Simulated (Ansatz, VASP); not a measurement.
## MgSc2O3 in VASP and in Ansatz

```xyz
6
Lattice="2.6332 1.5203 2.8243 -2.6332 1.5203 2.8243 0.0000 -3.0406 2.8243" Properties=species:S:1:pos:R:3 pbc="T T T"
Mg    0.0000    0.0000    0.0000
Sc    0.0000    0.0000    2.8470
Sc    0.0000    0.0000    5.6260
O    -1.7108    0.0000    4.2365
O     0.8554   -1.4816    4.2365
O     0.8554    1.4816    4.2365
```

Alike in both runs: task relaxation of cell and atoms; functional PBE; k mesh 12 × 12 × 12; occupations gaussian, width 0.1 eV; no spin polarisation.

|  | VASP | Ansatz |
| --- | --- | --- |
| version | VASP 6.6.1 | Ansatz 0.2.0 |
| potentials or method | VASP PAW PBE potentials, release 64 (Mg, Sc_sv, O), cutoff 600 eV | scalar-relativistic, plane waves, PAW |
| valence electrons in the cell | 42 | 50 |

Ansatz gave:

* gap on the k mesh at the Fermi level, each at its own relaxed structure (eV): none
* relaxed volume (Å³/atom): 11.29
* relaxed cell length with the largest relative difference (Å): 4.148

Which values does VASP return?

gap on the k mesh at the Fermi level, each at its own relaxed structure (eV): none; relaxed volume (Å³/atom): 11.32; relaxed cell length with the largest relative difference (Å): 4.151.

A gap of «none» marks a metal or a gap that the smearing closes. VASP's potentials hold 42 valence electrons a cell and Ansatz's 50, so a difference there can come from the potentials and not from the codes.
